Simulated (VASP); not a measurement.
# TiO (P-62m) in VASP: notebook

Runs on TiO. Level: r2SCAN. Tasks: single point.

All numbers are computed with VASP 6.6.1; they aren't measurements. Logs are shortened: lines on timing, memory, paths and dates and some standing lists are left out, and cuts for length are marked.

**1. The cell of the first run**

The structure is hexagonal, space group P-62m (No. 189). Conventional cell: a = 4.989 Å, b = 4.989 Å, c = 2.873 Å, α = 90.00°, β = 90.00°, γ = 120.00°. Ti (site symmetry -6) has 6 O at 2.10 Å and 5 Ti at 2.87 to 2.88 Å within 2.9 Å. Ti (site symmetry -62m) has 3 O at 1.97 Å within 2.6 Å. O (site symmetry m2m) has 5 Ti at 1.97 to 2.10 Å and 4 O at 2.66 Å within 2.7 Å.

**2. Single point, r2SCAN**

File POSCAR:

```
TiO
1.0
    4.9890877720      0.0000000000      0.0000000000
   -2.4945438860      4.3206767523      0.0000000000
    0.0000000000      0.0000000000      2.8733134400
Ti O
3 3
Direct
    0.6666666667      0.3333333333      0.5000000000
    0.3333333333      0.6666666667      0.5000000000
    0.0000000000      0.0000000000      0.0000000000
    0.6055592400      0.6055592400      0.0000000000
    0.3944407600      0.0000000000      0.0000000000
    0.0000000000      0.3944407600      0.0000000000
```

File INCAR.step1:

```
PREC = Accurate
ENCUT = 520
ISMEAR = 0
SIGMA = 0.02
LREAL = False
LASPH = True
NELM = 60
NBANDS = 36
GGA = PE
ALGO = Normal
EDIFF = 1E-4
LWAVE = True
LCHARG = False
```

File INCAR.step2:

```
PREC = Accurate
ENCUT = 520
EDIFF = 1E-6
ISMEAR = 0
SIGMA = 0.02
LREAL = False
LASPH = True
NELM = 60
ALGO = Normal
ISIF = 2
LWAVE = False
LCHARG = True
METAGGA = R2SCAN
LMIXTAU = True
LELF = True
LVHAR = True
NBANDS = 36
ISTART = 1
```

File KPOINTS:

```
Automatic mesh
0
Gamma
  12 12 12
```

Potentials or basis: VASP PAW PBE potentials, release 64 (Ti_sv, O).

Started as:

```console
$ cat potpaw_PBE.64/Ti_sv/POTCAR potpaw_PBE.64/O/POTCAR > POTCAR
$ cp INCAR.step1 INCAR
$ mpirun -np 1 vasp_std > vasp.out
$ cp INCAR.step2 INCAR
$ mpirun -np 1 vasp_std > vasp.out
```

OUTCAR:

```text
PREC = Accurate
   ENCUT = 520
   EDIFF = 1E-6
   ISMEAR = 0
   LREAL = False
   LASPH = True
   NELM = 60
   ISIF = 2
   METAGGA = R2SCAN
   ISTART = 1

 ion  position               nearest neighbor table
   1  0.667  0.333  0.500-   6 2.10   6 2.10   5 2.10   5 2.10   4 2.10   4 2.10   2 2.88   2 2.88
                             2 2.88
   2  0.333  0.667  0.500-   5 2.10   5 2.10   6 2.10   6 2.10   4 2.10   4 2.10   1 2.88   1 2.88
                             1 2.88
   3  0.000  0.000  0.000-   5 1.97   4 1.97   6 1.97
   4  0.606  0.606  0.000-   3 1.97   2 2.10   2 2.10   1 2.10   1 2.10
   5  0.394  0.000  0.000-   3 1.97   2 2.10   2 2.10   1 2.10   1 2.10
   6  0.000  0.394  0.000-   3 1.97   1 2.10   1 2.10   2 2.10   2 2.10

  LATTYP: Found a hexagonal cell.
 ALAT       =     4.9890877720
 C/A-ratio  =     0.5759196012

  Lattice vectors:

 A1 = (   4.9890877720,   0.0000000000,   0.0000000000)
 A2 = (  -2.4945438860,   4.3206767523,   0.0000000000)
 A3 = (   0.0000000000,   0.0000000000,   2.8733134400)

Analysis of symmetry for initial positions (statically):
=====================================================================
 Subroutine PRICEL returns:
 Original cell was already a primitive cell.

 Routine SETGRP: Setting up the symmetry group for a
 hexagonal supercell.

 Subroutine GETGRP returns: Found 12 space group operations
 (whereof 12 operations were pure point group operations)
 out of a pool of 24 trial point group operations.

The static configuration has the point symmetry D_3h.

Analysis of symmetry for dynamics (positions and initial velocities):
=====================================================================
 Subroutine PRICEL returns:
 Original cell was already a primitive cell.

 Routine SETGRP: Setting up the symmetry group for a
 hexagonal supercell.

 Subroutine GETGRP returns: Found 12 space group operations
 (whereof 12 operations were pure point group operations)
 out of a pool of 24 trial point group operations.

The dynamic configuration has the point symmetry D_3h.

 Subroutine INISYM returns: Found 12 space group operations
 (whereof 12 operations are pure point group operations),
 and found     1 'primitive' translations

----------------------------------------------------------------------------------------

[... 95 lines left out ...]
   LNONCOLLINEAR =      F non collinear calculations
   LSORBIT =      F    spin-orbit coupling
   LASPH  =      T    aspherical Exc in radial PAW
   ENCUT  =  520.0 eV  38.22 Ry    6.18 a.u.   9.28  9.28  5.34*2*pi/ulx,y,z
   NELM   =     60;   NELMIN=  2; NELMDL=  0     # of ELM steps
   EDIFF  = 0.1E-05   stopping-criterion for ELM
   LREAL  =      F    real-space projection
[... 7 lines left out ...]
   TEBEG  =    0.0;   TEEND  =   0.0 temperature during run
   PSTRESS=    0.0 pullay stress
   NELECT =      54.0000    total number of electrons
   NUPDOWN=      -1.0000    fix difference up-down
   EMIN   =  10.00;   EMAX   =-10.00  energy-range for DOS
   EFERMI =   0.00;   METHOD = LEGACY
   ISMEAR =     0;   SIGMA  =   0.02  broadening in eV -4-tet -1-fermi 0-gaus
   EFERMI_NEDOS =   21; number of points for ismear=-14 and -15
   IALGO  =     38    algorithm
   IMIX   =      4    mixing-type and parameters
     AMIX     =   0.40;   BMIX     =  1.00
     AMIX_MAG =   1.60;   BMIX_MAG =  1.00
  volume/ion in A,a.u.               =      10.32        69.66
  Fermi-wavevector in a.u.,A,eV,Ry     =   1.563942  2.955423 33.278709  2.445916
  Thomas-Fermi vector in A             =   2.666639
   LORBIT       =      0    0 simple, 1 ext, 2 COOP (PROOUT), +10 PAW based schemes
   METAGGA = R2SCAN    functional components
   LHFCALC =     F    Hartree Fock is set to
   AEXX    =    0.0000 exact exchange contribution
   IVDW    =     0    specifies the selected vdW correction
   LEPSILON=     F    determine dielectric tensor
   LRPA    =     F    only Hartree local field effects (RPA)
 non-spin polarized calculation
 Gauss-broadening in eV      SIGMA  =   0.02
  energy-cutoff  :      520.00
  volume of cell :       61.94
 maximum number of plane-waves:      1691
 NGX is ok and might be reduce to    40
   NGX = 19   NGY = 19   NGZ = 11

 number of electron      54.0000004 magnetization

 Free energy of the ion-electron system (eV)
  ---------------------------------------------------
  ext. energy  EPLUGINS =         0.00000000
  ---------------------------------------------------
  free energy    TOTEN  =       -73.64754371 eV

  energy without entropy =      -73.64738838  energy(sigma->0) =      -73.64746605

 E-fermi :  10.7723     XC(G=0): -13.2826

 val. band max:       10.7680730874   @ k =   0.0833   0.0833   0.1667
 cond. band min:      10.8145914125   @ k =   0.1667   0.0000   0.0000
 fundamental gap:      0.0465183251
 Fermi energy:        10.7722654191

 k-point     1 :       0.0000    0.0000    0.0000
  band No.  band energies     occupation
      1     -49.9634      2.00000
      2     -49.8830      2.00000
      3     -49.4259      2.00000
      4     -25.3970      2.00000
      5     -25.3970      2.00000
      6     -25.0961      2.00000
[... 925 lines left out ...]
     35      12.8365      0.00000
     36      13.0531      0.00000

 [... further k-points ...]

------------------------ aborting loop because EDIFF is reached ----------------------------------------

  FORCE on cell =-STRESS in cart. coord.  units (eV):
  Direction    XX          YY          ZZ          XY          YZ          ZX
  --------------------------------------------------------------------------------------
  -------------------------------------------------------------------------------------
  Total        0.0653918      0.0653918     -0.0273909      0.0000000      0.0000000      0.0000000
  in kB        1.6915242      1.6915242     -0.7085351      0.0000000      0.0000000      0.0000000
  external PRESSURE =       0.8915044 kB  Pullay stress =       0.0000000 kB

 VOLUME and BASIS-vectors are now :
 -----------------------------------------------------------------------------
  energy-cutoff  :      520.00
  volume of cell :       61.94
      direct lattice vectors                 reciprocal lattice vectors
     4.989087772  0.000000000  0.000000000     0.200437444  0.115722612  0.000000000
    -2.494543886  4.320676752  0.000000000     0.000000000  0.231445224  0.000000000
     0.000000000  0.000000000  2.873313440     0.000000000  0.000000000  0.348030252

 POSITION                                       TOTAL-FORCE (eV/Angst)
 -----------------------------------------------------------------------------------
      2.49454      1.44023      1.43666        -0.000000     -0.000000      0.000000
     -0.00000      2.88045      1.43666        -0.000000     -0.000000      0.000000
      0.00000      0.00000      0.00000        -0.000000     -0.000000      0.000000
      1.51059      2.61643      0.00000         0.003790      0.006564     -0.000000
      1.96790      0.00000      0.00000        -0.007580     -0.000000     -0.000000
     -0.98395      1.70425      0.00000         0.003790     -0.006564      0.000000
 -----------------------------------------------------------------------------------
    total drift:                               -0.000001     -0.000002      0.000001

  FREE ENERGIE OF THE ION-ELECTRON SYSTEM (eV)
  ---------------------------------------------------
  free  energy   TOTEN  =       -73.6475437101 eV

  energy  without entropy=      -73.6473883846  energy(sigma->0) =      -73.64746605
```

Wall time 11 min (1 thread of Intel Xeon 6975P-C (Granite Rapids), shared host); peak memory 0.36 GiB.

Results:

```yaml
Free_energy: -73.6475 eV
Pressure: 0.1 GPa
Largest_force: 0.008 eV/Å
Band_gap_on_the_k_mesh: zero (bands 27 and 28 overlap by 1.33 eV)
```

Forces in eV/Å, atoms in the order of the input:
```
Ti   0.000  0.000  0.000
Ti   0.000  0.000  0.000
Ti   0.000  0.000  0.000
O    0.004  0.007  0.000
O   -0.008  0.000  0.000
O    0.004 -0.007  0.000
```

Stress tensor (GPa, compression positive):
```
 0.17  0.00  0.00
 0.00  0.17  0.00
 0.00  0.00 -0.07
```

Caveat: the PAW data sets were made with another functional, which shifts forces and pressure a little; semilocal functionals often make such compounds metallic where correlation or magnetic order opens a gap, which also shifts bond lengths.

**3. Single point, r2SCAN**

POSCAR is that of step 2.

File INCAR.step1:

```
SYSTEM = TiO
ALGO     = Normal         ! electronic algorithm
EDIFF    = 1E-4           ! SCF threshold, eV
ENCUT    = 520            ! plane-wave cutoff, eV
GGA      = PE             ! functional
ISMEAR   = 0              ! smearing method
LASPH    = .True.         ! aspherical terms in the spheres
LCHARG   = .False.        ! write CHGCAR
LREAL    = .False.        ! projectors in reciprocal space
LWAVE    = .True.         ! write WAVECAR
NBANDS   = 36             ! bands
NELM     = 60             ! most SCF steps
PREC     = Accurate       ! precision mode
SIGMA    = 0.3            ! smearing width, eV
```

File INCAR.step2:

```
SYSTEM = TiO
ALGO     = Normal         ! electronic algorithm
EDIFF    = 1E-6           ! SCF threshold, eV
ENCUT    = 520            ! plane-wave cutoff, eV
ISIF     = 2              ! what is computed and relaxed
ISMEAR   = 0              ! smearing method
ISTART   = 1            
LASPH    = .True.         ! aspherical terms in the spheres
LCHARG   = .False.        ! write CHGCAR
LMIXTAU  = .True.       
LREAL    = .False.        ! projectors in reciprocal space
LWAVE    = .False.        ! write WAVECAR
METAGGA  = R2SCAN         ! meta-GGA
NBANDS   = 36             ! bands
NELM     = 60             ! most SCF steps
PREC     = Accurate       ! precision mode
SIGMA    = 0.3            ! smearing width, eV
```

File KPOINTS:

```
k-points
0
Gamma
  12 12 12
  0 0 0
```

Potentials or basis: VASP PAW PBE potentials, release 64 (Ti_sv, O).

Started as:

```console
$ cat potpaw_PBE.64/Ti_sv/POTCAR potpaw_PBE.64/O/POTCAR > POTCAR
$ cp INCAR.step1 INCAR
$ mpirun -np 1 vasp_std > vasp.out
$ cp INCAR.step2 INCAR
$ mpirun -np 1 vasp_std > vasp.out
```

Run time: 12 min. Hardware: 1 thread of Intel Xeon 6975P-C (Granite Rapids), shared host; peak memory 0.37 GiB.

Results (log left out):

```
Free energy            : -73.6627 eV
Pressure               : 0.2 GPa
Largest force          : 0.014 eV/Å
Band gap on the k mesh : zero (bands 27 and 28 overlap by 1.33 eV)
```

Forces on the atoms (eV/Å):
```
Ti   0.000  0.000  0.000
Ti   0.000  0.000  0.000
Ti   0.000  0.000  0.000
O    0.007  0.012  0.000
O   -0.014  0.000  0.000
O    0.007 -0.012  0.000
```

Levels at points of the mesh, in eV from the Fermi level:
| k point | band 25 | band 26 | band 27 | band 28 | band 29 | band 30 |
| --- | --- | --- | --- | --- | --- | --- |
| (0.00, 0.00, 0.00) | -3.62 | -0.84 | -0.80 | -0.80 | 0.54 | 0.54 |
| (0.50, 0.00, 0.00) | -2.72 | -2.08 | -1.76 | 0.47 | 1.17 | 1.23 |
| (0.00, 0.00, 0.50) | -1.99 | -1.99 | 0.53 | 1.27 | 1.27 | 1.29 |
| (0.50, 0.00, 0.50) | -2.04 | -1.50 | -0.53 | 0.57 | 0.87 | 1.64 |

Caveat: so wide a smearing shifts energies and pressures; the PAW data sets were made with another functional, which shifts forces and pressure a little; semilocal functionals often make such compounds metallic where correlation or magnetic order opens a gap, which also shifts bond lengths.

The gap in the log of VASP goes by the Fermi energy; the results here count the filled bands.